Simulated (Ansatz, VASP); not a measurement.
One calculation of MgS, two programs

The input POSCAR:

```
MgS
1.0
    4.2521493121      0.0000000000      0.0000000000
   -2.1260746561      3.6824693250      0.0000000000
    0.0000000000      0.0000000000      5.2317026701
Mg S
2 2
Direct
    0.3333333333      0.6666666667      0.2500000000
    0.6666666667      0.3333333333      0.7500000000
    0.6666666667      0.3333333333      0.2500000000
    0.3333333333      0.6666666667      0.7500000000
```

Contents of INCAR.step1:

```
SYSTEM = MgS
PREC     = Accurate       ! precision mode
ENCUT    = 520            ! plane-wave cutoff, eV
ISMEAR   = 0              ! smearing method
SIGMA    = 0.01           ! smearing width, eV
LREAL    = .False.        ! projectors in reciprocal space
LASPH    = .True.         ! aspherical terms in the spheres
NELM     = 60             ! most SCF steps
NBANDS   = 16             ! bands
GGA      = PE             ! functional
ALGO     = Normal         ! electronic algorithm
EDIFF    = 1E-4           ! SCF threshold, eV
LWAVE    = .True.         ! write WAVECAR
LCHARG   = .False.        ! write CHGCAR
```

Contents of INCAR.step2:

```
SYSTEM = MgS
PREC     = Accurate       ! precision mode
ENCUT    = 520            ! plane-wave cutoff, eV
EDIFF    = 1E-6           ! SCF threshold, eV
ISMEAR   = 0              ! smearing method
SIGMA    = 0.01           ! smearing width, eV
LREAL    = .False.        ! projectors in reciprocal space
LASPH    = .True.         ! aspherical terms in the spheres
NELM     = 60             ! most SCF steps
ALGO     = Normal         ! electronic algorithm
ISIF     = 2              ! what is computed and relaxed
LWAVE    = .False.        ! write WAVECAR
LCHARG   = .False.        ! write CHGCAR
METAGGA  = R2SCAN         ! meta-GGA
LMIXTAU  = .True.       
NBANDS   = 16             ! bands
ISTART   = 1
```

KPOINTS

```
regular mesh
0
Gamma
  6 6 4
  0 0 0
```

Input for Ansatz:

```yaml
crystal:
  lattice:
    - [4.2521493121, 0.0, 0.0]
    - [-2.1260746561, 3.682469325, 0.0]
    - [0.0, 0.0, 5.2317026701]
  atoms:
    - { symbol: Mg, position: [0.3333333333, 0.6666666667, 0.25] }
    - { symbol: Mg, position: [0.6666666667, 0.3333333333, 0.75] }
    - { symbol: S, position: [0.6666666667, 0.3333333333, 0.25] }
    - { symbol: S, position: [0.3333333333, 0.6666666667, 0.75] }
kpoints:
  mp_grid: { grid: [6, 6, 4] }
hamiltonian:
  xc: r2scan
scf:
  occupations: { method: fixed }
  n_extra_bands: 5
output:
  forces: true
  stress: true
  eigenvalues: true
```

Alike in both runs: task single point; functional r2SCAN; k mesh 6 × 6 × 4; no spin polarisation.

|  | VASP | Ansatz |
| --- | --- | --- |
| version | VASP 6.6.1 | Ansatz 0.2.0 |
| potentials or method | VASP PAW PBE potentials, release 64 (Mg, S) | plane waves, PAW |
| plane-wave cutoff (eV) | 520 | 500 |
| occupations | gaussian, width 0.01 eV | fixed |
| valence electrons in the cell | 16 | 32 |

```tsv
	VASP	Ansatz	Ansatz less VASP
gap on the k mesh at the Fermi level (eV)	3.69	3.72	+0.023
pressure (GPa)	1.7	2.1	+0.36
```

VASP's potentials were made for PBE, not for r2SCAN. VASP's potentials hold 16 valence electrons a cell and Ansatz's 32, so a difference there can come from the potentials and not from the codes.
